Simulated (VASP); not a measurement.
# SrTiO3 (P4/mmm) in VASP: further runs

SrTiO3 is run at these levels: HSE06, PBE; tasks: single point.

Everything below comes from runs of VASP 6.6.1. Logs are shortened: lines on timing, memory, paths and dates and some standing lists are left out, and cuts for length are marked.

## Step 1: The cell of the first run

It takes space group P4/mmm (No. 123, tetragonal). Conventional cell: a = 3.907 Å, b = 3.907 Å, c = 3.868 Å, α = 90.00°, β = 90.00°, γ = 90.00°. Sr (site symmetry 4/mmm) has 12 O at 2.75 to 2.76 Å and 8 Ti at 3.37 Å within 3.6 Å. Within 2.6 Å of Ti (site symmetry 4/mmm) lie 6 O at 1.93 to 1.95 Å. Within 2.6 Å of O (site symmetry 4/mmm) lie 2 Ti at 1.93 Å. O (site symmetry mmm) has 2 Ti at 1.95 Å within 2.6 Å.

## Step 2: Single point, HSE06 (uniaxial z strain -1.0%)

Contents of POSCAR:

```
SrTiO3
1.0
    3.9068515016      0.0000000000      0.0000000000
    0.0000000000      3.9068515016      0.0000000000
    0.0000000000      0.0000000000      3.8677829865
Sr Ti O
1 1 3
Direct
    0.0000000000      0.0000000000      0.0000000000
    0.5000000000      0.5000000000      0.5000000000
    0.5000000000      0.5000000000      0.0000000000
    0.5000000000      0.0000000000      0.5000000000
    0.0000000000      0.5000000000      0.5000000000
```

Contents of INCAR.step1:

```
  PREC = Accurate
  ENCUT = 520
  EDIFF = 1E-5
  ISMEAR = 0
  SIGMA = 0.01
  LREAL = F
  LASPH = T
  NELM = 100
  ALGO = Normal
  ISIF = 2
  LWAVE = T
  GGA = PE
  NBANDS = 28
  KPAR = 4
```

Contents of INCAR.step2:

```
  PREC = Accurate
  ENCUT = 520
  EDIFF = 1E-6
  ISMEAR = 0
  SIGMA = 0.01
  LREAL = F
  LASPH = T
  NELM = 100
  ALGO = Normal
  ISIF = 2
  LWAVE = F
  LCHARG = T
  GGA = PE
  LHFCALC = T
  HFSCREEN = 0.2079
  PRECFOCK = Fast
  LVHAR = T
  ISTART = 1
  NBANDS = 28
  KPAR = 4
```

Contents of KPOINTS:

```
Automatic mesh
0
Gamma
  4 4 4
```

Potentials or basis: VASP PAW PBE potentials, release 64 (Sr_sv, Ti_sv, O).

Launch:

```sh
$ cat potpaw_PBE.64/Sr_sv/POTCAR potpaw_PBE.64/Ti_sv/POTCAR potpaw_PBE.64/O/POTCAR > POTCAR
$ cp INCAR.step1 INCAR
$ mpirun -np 4 vasp_std > vasp.out
$ cp INCAR.step2 INCAR
$ mpirun -np 4 vasp_std > vasp.out
```

OUTCAR:

```text
PREC = Accurate
   ENCUT = 520
   EDIFF = 1E-6
   ISMEAR = 0
   LREAL = F
   LASPH = T
   NELM = 100
   ISIF = 2
   GGA = PE
   LHFCALC = T
   HFSCREEN = 0.2079
   PRECFOCK = Fast
   ISTART = 1

 ion  position               nearest neighbor table
   1  0.000  0.000  0.000-   4 2.75   5 2.75   4 2.75   5 2.75   5 2.75   5 2.75   4 2.75   4 2.75
                             3 2.76   3 2.76   3 2.76   3 2.76   2 3.37   2 3.37   2 3.37   2 3.37
   2  0.500  0.500  0.500-   3 1.93   3 1.93   5 1.95   4 1.95   4 1.95   5 1.95   1 3.37   1 3.37
                             1 3.37   1 3.37   1 3.37   1 3.37   1 3.37   1 3.37
   3  0.500  0.500  0.000-   2 1.93   2 1.93   1 2.76   1 2.76   1 2.76   1 2.76
   4  0.500  0.000  0.500-   2 1.95   2 1.95   1 2.75   1 2.75   1 2.75   1 2.75
   5  0.000  0.500  0.500-   2 1.95   2 1.95   1 2.75   1 2.75   1 2.75   1 2.75

  LATTYP: Found a simple tetragonal cell.
 ALAT       =     3.9068515016
 C/A-ratio  =     0.9900000000

  Lattice vectors:

 A1 = (   3.9068515016,   0.0000000000,   0.0000000000)
 A2 = (   0.0000000000,   3.9068515016,   0.0000000000)
 A3 = (   0.0000000000,   0.0000000000,   3.8677829865)

Analysis of symmetry for initial positions (statically):
=====================================================================
 Subroutine PRICEL returns:
 Original cell was already a primitive cell.

 Routine SETGRP: Setting up the symmetry group for a
 simple tetragonal supercell.

 Subroutine GETGRP returns: Found 16 space group operations
 (whereof 16 operations were pure point group operations)
 out of a pool of 16 trial point group operations.

The static configuration has the point symmetry D_4h.

Analysis of symmetry for dynamics (positions and initial velocities):
=====================================================================
 Subroutine PRICEL returns:
 Original cell was already a primitive cell.

 Routine SETGRP: Setting up the symmetry group for a
 simple tetragonal supercell.

 Subroutine GETGRP returns: Found 16 space group operations
 (whereof 16 operations were pure point group operations)
 out of a pool of 16 trial point group operations.

The dynamic configuration has the point symmetry D_4h.

 Subroutine INISYM returns: Found 16 space group operations
 (whereof 16 operations are pure point group operations),
 and found     1 'primitive' translations

----------------------------------------------------------------------------------------

                                     Primitive cell

  volume of cell :      59.0359

  direct lattice vectors                    reciprocal lattice vectors
     3.906851502  0.000000000  0.000000000     0.255960586  0.000000000  0.000000000
     0.000000000  3.906851502  0.000000000     0.000000000  0.255960586  0.000000000
     0.000000000  0.000000000  3.867782986     0.000000000  0.000000000  0.258546047

  length of vectors
     3.906851502  3.906851502  3.867782986     0.255960586  0.255960586  0.258546047

  position of ions in fractional coordinates (direct lattice)
     0.000000000  0.000000000  0.000000000
     0.500000000  0.500000000  0.500000000
     0.500000000  0.500000000  0.000000000
     0.500000000  0.000000000  0.500000000
     0.000000000  0.500000000  0.500000000

  ion indices of the primitive-cell ions
   primitive index   ion index
                 1           1
                 2           2
                 3           3
                 4           4
                 5           5

----------------------------------------------------------------------------------------

 KPOINTS: Automatic mesh

Automatic generation of k-mesh.
 Grid dimensions read from file:
 generate k-points for:    4    4    4

 Generating k-lattice:

  Cartesian coordinates                     Fractional coordinates (reciprocal lattice)
     0.063990147  0.000000000  0.000000000     0.250000000  0.000000000  0.000000000
     0.000000000  0.063990147  0.000000000     0.000000000  0.250000000  0.000000000
     0.000000000  0.000000000  0.064636512     0.000000000  0.000000000  0.250000000

  Length of vectors
     0.063990147  0.063990147  0.064636512

  Shift w.r.t. Gamma in fractional coordinates (k-lattice)
     0.000000000  0.000000000  0.000000000

 Subroutine IBZKPT returns following result:
 ===========================================

 Found     18 irreducible k-points:

 Following reciprocal coordinates:
            Coordinates               Weight
  0.000000  0.000000  0.000000      1.000000
  0.250000  0.000000  0.000000      4.000000
  0.500000  0.000000  0.000000      2.000000
  0.250000  0.250000  0.000000      4.000000
  0.500000  0.250000  0.000000      4.000000
  0.500000  0.500000  0.000000      1.000000
[... 10 lines left out ...]
  0.500000  0.250000  0.500000      4.000000
  0.500000  0.500000  0.500000      1.000000
   k-points           NKPTS =     18   k-points in BZ     NKDIM =     64   number of bands    NBANDS=     28
   number of dos      NEDOS =    301   number of ions     NIONS =      5
   total plane-waves  NPLWV =  27000
   dimension x,y,z NGX =    30 NGY =   30 NGZ =   30
   dimension x,y,z NGXF=    60 NGYF=   60 NGZF=   60
   ions per type =               1   1   3
   NGX,Y,Z   is equivalent  to a cutoff of  12.77, 12.77, 12.89 a.u.
   NGXF,Y,Z  is equivalent  to a cutoff of  25.53, 25.53, 25.79 a.u.
 SYSTEM =  unknown system
   PREC   = accura    normal or accurate (medium, high low for compatibility)
   ISTART =      1    job   : 0-new  1-cont  2-samecut
   ICHARG =      0    charge: 1-file 2-atom 10-const
   ISPIN  =      1    spin polarized calculation?
   LNONCOLLINEAR =      F non collinear calculations
   LSORBIT =      F    spin-orbit coupling
   LASPH  =      T    aspherical Exc in radial PAW
   ENCUT  =  520.0 eV  38.22 Ry    6.18 a.u.   7.26  7.26  7.19*2*pi/ulx,y,z
   NELM   =    100;   NELMIN=  2; NELMDL=  0     # of ELM steps
   EDIFF  = 0.1E-05   stopping-criterion for ELM
   LREAL  =      F    real-space projection
   EDIFFG = 0.1E-04   stopping-criterion for IOM
   NSW    =      0    number of steps for IOM
   IBRION =     -1    ionic relax: 0-MD 1-quasi-New 2-CG
   NFREE  =      0    steps in history (QN), initial steepest desc. (CG)
   ISIF   =      2    stress and relaxation
   ISYM   =      3    0-nonsym 1-usesym 2-fastsym
   POTIM  = 0.5000    time-step for ionic-motion
   TEBEG  =    0.0;   TEEND  =   0.0 temperature during run
   PSTRESS=    0.0 pullay stress
   NELECT =      40.0000    total number of electrons
   NUPDOWN=      -1.0000    fix difference up-down
   EMIN   =  10.00;   EMAX   =-10.00  energy-range for DOS
   EFERMI =   0.00;   METHOD = LEGACY
   ISMEAR =     0;   SIGMA  =   0.01  broadening in eV -4-tet -1-fermi 0-gaus
   EFERMI_NEDOS =   21; number of points for ismear=-14 and -15
   IALGO  =     38    algorithm
   IMIX   =      1    mixing-type and parameters
     AMIX     =   0.40;   BMIX     =  1.00
     AMIX_MAG =   1.60;   BMIX_MAG =  1.00
  volume/ion in A,a.u.               =      11.81        79.68
  Fermi-wavevector in a.u.,A,eV,Ry     =   1.437881  2.717201 28.130058  2.067501
  Thomas-Fermi vector in A             =   2.556909
   LORBIT       =      0    0 simple, 1 ext, 2 COOP (PROOUT), +10 PAW based schemes
   GGA     = PE    functional components
   LHFCALC =     T    Hartree Fock is set to
   PRECFOCK=fast      Normal, Fast or Accurate (Low or Medium for compatibility)
   ENCUT4O =  -1.0   cutoff for four orbital integrals eV
   NKREDX  =     1    reduce k-point grid by
   NKREDY  =     1    reduce k-point grid by
   NKREDZ  =     1    reduce k-point grid by
   AEXX    =    0.2500 exact exchange contribution
   HFSCREEN=    0.2079 screening length (either q_TF or 0.3 A-1)
   HFSCREENC=   0.2079 screening length for correlation (either q_TF or 0.3 A-1)
   ENCUTFOCK=  -1.0 apply spherical cutoff to Coloumb kernel
   IVDW    =     0    specifies the selected vdW correction
   LEPSILON=     F    determine dielectric tensor
   LRPA    =     F    only Hartree local field effects (RPA)
 non-spin polarized calculation
 Gauss-broadening in eV      SIGMA  =   0.01
  energy-cutoff  :      520.00
  volume of cell :       59.04
 maximum number of plane-waves:      1612
 NGX is ok and might be reduce to    30
  NGX = 16; NGY = 16; NGZ = 16

 number of electron      40.0000010 magnetization

 Free energy of the ion-electron system (eV)
  ---------------------------------------------------
  ext. energy  EPLUGINS =         0.00000000
  ---------------------------------------------------
  free energy    TOTEN  =       -48.61057343 eV

  energy without entropy =      -48.61057343  energy(sigma->0) =      -48.61057343

 E-fermi :   3.3758     XC(G=0):  -9.2894

 val. band max:        3.2212906290   @ k =   0.5000   0.5000   0.5000
 cond. band min:       6.5153407116   @ k =   0.0000   0.0000   0.0000
 fundamental gap:      3.2940500826
 Fermi energy:         3.3757583724

 k-point     1 :       0.0000    0.0000    0.0000
  band No.  band energies     occupation
      1     -57.5810      2.00000
      2     -32.1787      2.00000
      3     -32.1660      2.00000
      4     -32.1660      2.00000
      5     -31.4410      2.00000
      6     -15.9415      2.00000
[... 20 lines left out ...]
     27      10.3000      0.00000
     28      11.1357      0.00000

 k-point     2 :       0.2500    0.0000    0.0000
  band No.  band energies     occupation
      1     -57.5803      2.00000
      2     -32.2123      2.00000
      3     -32.1763      2.00000
      4     -32.1636      2.00000
      5     -31.4176      2.00000
      6     -15.9655      2.00000
[... 20 lines left out ...]
     27      11.2753      0.00000
     28      12.5684      0.00000

 k-point     3 :       0.5000    0.0000    0.0000
  band No.  band energies     occupation
      1     -57.5796      2.00000
      2     -32.2568      2.00000
      3     -32.1739      2.00000
      4     -32.1612      2.00000
      5     -31.3958      2.00000
      6     -16.0765      2.00000
[... 20 lines left out ...]
     27      12.4328      0.00000
     28      13.0654      0.00000

 k-point     4 :       0.2500    0.2500    0.0000
  band No.  band energies     occupation
      1     -57.5796      2.00000
      2     -32.2098      2.00000
      3     -32.2005      2.00000
      4     -32.1739      2.00000
      5     -31.4059      2.00000
      6     -15.8054      2.00000
[... 20 lines left out ...]
     27      12.2649      0.00000
     28      12.9986      0.00000

 k-point     5 :       0.5000    0.2500    0.0000
  band No.  band energies     occupation
      1     -57.5789      2.00000
      2     -32.2459      2.00000
      3     -32.1982      2.00000
      4     -32.1715      2.00000
      5     -31.3946      2.00000
      6     -15.7499      2.00000
[... 20 lines left out ...]
     27      13.4892      0.00000
     28      13.5255      0.00000

 k-point     6 :       0.5000    0.5000    0.0000
  band No.  band energies     occupation
      1     -57.5782      2.00000
      2     -32.2350      2.00000
      3     -32.2350      2.00000
      4     -32.1692      2.00000
      5     -31.3935      2.00000
      6     -15.3058      2.00000
[... 277 lines left out ...]
      5     -31.3911      2.00000
      6     -15.2116      2.00000
[... 20 lines left out ...]
     27      13.6252      0.00000
     28      14.7117      0.00000

 k-point    16 :       0.2500    0.2500    0.5000
  band No.  band energies     occupation
      1     -57.5779      2.00000
      2     -32.2619      2.00000
      3     -32.1952      2.00000
      4     -32.1947      2.00000
      5     -31.3868      2.00000
      6     -15.3568      2.00000
[... 20 lines left out ...]
     27      13.4240      0.00000
     28      13.4792      0.00000

 k-point    17 :       0.5000    0.2500    0.5000
  band No.  band energies     occupation
      1     -57.5772      2.00000
      2     -32.2553      2.00000
      3     -32.2316      2.00000
      4     -32.1924      2.00000
      5     -31.3810      2.00000
      6     -14.8512      2.00000
[... 20 lines left out ...]
     27      13.1249      0.00000
     28      13.6275      0.00000

 k-point    18 :       0.5000    0.5000    0.5000
  band No.  band energies     occupation
      1     -57.5764      2.00000
      2     -32.2526      2.00000
      3     -32.2288      2.00000
      4     -32.2288      2.00000
      5     -31.3709      2.00000
      6     -14.4812      2.00000
[... 20 lines left out ...]
     27      13.4880      0.00000
     28      13.6701      0.00000

------------------------ aborting loop because EDIFF is reached ----------------------------------------

  FORCE on cell =-STRESS in cart. coord.  units (eV):
  Direction    XX          YY          ZZ          XY          YZ          ZX
  --------------------------------------------------------------------------------------
  -------------------------------------------------------------------------------------
  Total       -0.0005674     -0.0005674      0.9334963      0.0000000      0.0000000      0.0000000
  in kB       -0.0153976     -0.0153976     25.3342042      0.0000000      0.0000000      0.0000000
  external PRESSURE =       8.4344697 kB  Pullay stress =       0.0000000 kB

 VOLUME and BASIS-vectors are now :
 -----------------------------------------------------------------------------
  energy-cutoff  :      520.00
  volume of cell :       59.04
      direct lattice vectors                 reciprocal lattice vectors
     3.906851502  0.000000000  0.000000000     0.255960586  0.000000000  0.000000000
     0.000000000  3.906851502  0.000000000     0.000000000  0.255960586  0.000000000
     0.000000000  0.000000000  3.867782986     0.000000000  0.000000000  0.258546047

 POSITION                                       TOTAL-FORCE (eV/Angst)
 -----------------------------------------------------------------------------------
      0.00000      0.00000      0.00000         0.000000      0.000000      0.000000
      1.95343      1.95343      1.93389         0.000000      0.000000      0.000000
      1.95343      1.95343      0.00000         0.000000      0.000000      0.000000
      1.95343      0.00000      1.93389         0.000000      0.000000      0.000000
      0.00000      1.95343      1.93389         0.000000      0.000000      0.000000
 -----------------------------------------------------------------------------------
    total drift:                                0.000006      0.000001     -0.000003

  FREE ENERGIE OF THE ION-ELECTRON SYSTEM (eV)
  ---------------------------------------------------
  free  energy   TOTEN  =       -48.6105734322 eV

  energy  without entropy=      -48.6105734322  energy(sigma->0) =      -48.61057343
```

Wall time 9.8 min (4 MPI ranks of AMD EPYC 7R43 (Zen 3), shared host); peak memory 0.27 GiB.

What came out:

```yaml
Free_energy: -48.6106 eV
Pressure: 0.8 GPa
Band_gap_on_the_k_mesh: 3.29 eV (least direct gap 3.68 eV)
```

Levels at points of the mesh, in eV from the valence-band top:
```tsv
k point	band 16	band 17	band 18	band 19	band 20	band 21	band 22	band 23	band 24	band 25
(0.00, 0.00, 0.00)	-1.29	-1.26	-0.38	-0.38	-0.38	3.29	3.31	3.31	5.73	5.81
(0.50, 0.00, 0.00)	-2.51	-2.49	-2.11	-0.81	-0.80	3.50	5.42	5.42	5.81	8.22
(0.50, 0.50, 0.00)	-3.02	-1.96	-1.76	-1.76	-0.12	5.43	5.43	6.00	6.94	9.71
(0.00, 0.00, 0.50)	-2.62	-2.62	-2.13	-0.81	-0.81	3.50	5.53	5.53	5.75	8.27
(0.50, 0.00, 0.50)	-3.06	-1.96	-1.70	-1.70	-0.09	5.44	5.54	6.06	6.83	9.75
(0.50, 0.50, 0.50)	-4.11	-4.01	-0.02	0.00	0.00	6.25	6.30	6.30	8.64	8.69
```

Caveat: the cell differs from its parent crystal (uniaxial z strain -1.0%); the PAW data sets were made with another functional, which shifts forces and pressure a little. A k mesh can miss the band edges.

(Continued in part 2 of 2.)
